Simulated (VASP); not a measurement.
Write the native input for VASP 6.6.1 that does the following.

```
Task                   : single point
Functional             : PBE
Potentials or basis    : VASP PAW PBE potentials, release 64 (K_sv, Zn, Cd, C, N)
Cutoff                 : 520 eV
k mesh                 : 4 × 4 × 4
Occupations            : gaussian, width 0.1 eV
Spin                   : no spin polarisation
Dipole correction      : no
Further INCAR settings : LREAL = Auto; ALGO = Normal; EDIFF = 1e-06; NBANDS = 62
```

The structure of K2ZnCdC6N6 lies in POSCAR:

```
K2ZnCdC6N6
1.0
    0.0000000000      5.1785000000      5.1785000000
    5.1785000000      0.0000000000      5.1785000000
    5.1785000000      5.1785000000      0.0000000000
K Zn Cd C N
2 1 1 6 6
Direct
    0.2500000000      0.2500000000      0.2500000000
    0.7500000000      0.7500000000      0.7500000000
    0.5000000000      0.5000000000      0.5000000000
    0.0000000000      0.0000000000      0.0000000000
    0.8067973400      0.1932026600      0.1932026600
    0.1932026600      0.8067973400      0.1932026600
    0.1932026600      0.1932026600      0.8067973400
    0.1932026600      0.8067973400      0.8067973400
    0.8067973400      0.1932026600      0.8067973400
    0.8067973400      0.8067973400      0.1932026600
    0.6938302600      0.3061697400      0.3061697400
    0.3061697400      0.6938302600      0.3061697400
    0.3061697400      0.3061697400      0.6938302600
    0.3061697400      0.6938302600      0.6938302600
    0.6938302600      0.3061697400      0.6938302600
    0.6938302600      0.6938302600      0.3061697400
```

The input as run:

INCAR

```
SYSTEM = K2ZnCdC6N6
ALGO = Normal
EDIFF = 1E-6
ENCUT = 520
GGA = PE
ISIF = 2
ISMEAR = 0
LASPH = .True.
LCHARG = .False.
LREAL = Auto
LWAVE = .False.
NBANDS = 62
NELM = 60
PREC = Accurate
SIGMA = 0.1
```

KPOINTS

```
k-points
0
Gamma
  4 4 4
  0 0 0
```

Potentials or basis: VASP PAW PBE potentials, release 64 (K_sv, Zn, Cd, C, N).

Run with:

```bash
$ cat potpaw_PBE.64/K_sv/POTCAR potpaw_PBE.64/Zn/POTCAR potpaw_PBE.64/Cd/POTCAR potpaw_PBE.64/C/POTCAR potpaw_PBE.64/N/POTCAR > POTCAR
$ mpirun -np 1 vasp_std > vasp.out
```

It gave:

```json
{
 "Pressure": "19.0 GPa",
 "Largest force": "5.311 eV/Å",
 "Band gap on the k mesh": "1.75 eV, indirect (least direct gap 1.83 eV)"
}
```

Caveat: forces of over 1 eV/Å act on the atoms, so gaps and moduli don't describe the material at rest.

It took 2.4 min on 1 thread of Intel(R) Xeon(R) 6975P-C (Granite Rapids), on a shared host, peak memory 0.44 GiB.
